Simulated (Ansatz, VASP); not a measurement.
**One calculation of F, two programs**

The input INCAR:

```
SYSTEM = F
PREC     = Accurate       ! precision mode
ENCUT    = 520            ! plane-wave cutoff, eV
EDIFF    = 1E-6           ! SCF threshold, eV
ISMEAR   = -1             ! smearing method
SIGMA    = 0.05           ! smearing width, eV
LREAL    = .FALSE.        ! projectors in reciprocal space
LASPH    = .TRUE.         ! aspherical terms in the spheres
NELM     = 80             ! most SCF steps
ALGO     = Normal         ! electronic algorithm
ISIF     = 2              ! what is computed and relaxed
LWAVE    = .FALSE.        ! write WAVECAR
LCHARG   = .FALSE.        ! write CHGCAR
GGA      = PE             ! functional
NBANDS   = 14             ! bands
```

The input KPOINTS:

```
Automatic mesh
0
G
  17 17 17
  0 0 0
```

POSCAR

```
F
1.0
   -1.5628158226      1.5628158226      0.9243094685
    1.5628158226     -1.5628158226      0.9243094685
    1.5628158226      1.5628158226     -0.9243094685
F
2
Direct
   -0.3750000000     -0.1250000000     -0.2500000000
    0.3750000000      0.1250000000      0.2500000000
```

Input for Ansatz:

```yaml
crystal:
  lattice:
    - [-1.5628158226, 1.5628158226, 0.9243094685]
    - [1.5628158226, -1.5628158226, 0.9243094685]
    - [1.5628158226, 1.5628158226, -0.9243094685]
  atoms:
    - { symbol: F, position: [-0.375, -0.125, -0.25] }
    - { symbol: F, position: [0.375, 0.125, 0.25] }
kpoints:
  mp_grid: { grid: [17, 17, 17] }
scf:
  occupations: { method: fermi_dirac, width: 0.05 }
hamiltonian:
  xc: pbe
  pseudopotentials: { kind: all_electron, datasets: crystal }
output:
  forces: true
  stress: true
  eigenvalues: true
```

Change from the starting cell: volume scaled by 0.4, crystal datasets.

Alike in both runs: task single point; functional PBE; k mesh 17 × 17 × 17; occupations fermi-dirac, width 0.05 eV; no spin polarisation.

```csv
,VASP,Ansatz
version,VASP 6.6.1,Ansatz 0.2.0
potentials or method,"VASP PAW PBE potentials, release 64 (F), cutoff 520 eV","all-electron PAW with datasets made for the crystal, scalar-relativistic"
```

|  | VASP | Ansatz | Ansatz less VASP |
| --- | --- | --- | --- |
| pressure (GPa) | 409.8 | 410.6 | +0.72 |
| traceless stress, the component that is largest in VASP (GPa) | -0.13 | -0.05 | +0.078 |

Both programs put the cell under a high pressure, so it lies far from rest at this level. Ansatz ran all-electron here, and VASP with PAW potentials. Ansatz's warnings: printed levels off.

Noted on VASP's run: the cell as given lies far from equilibrium.
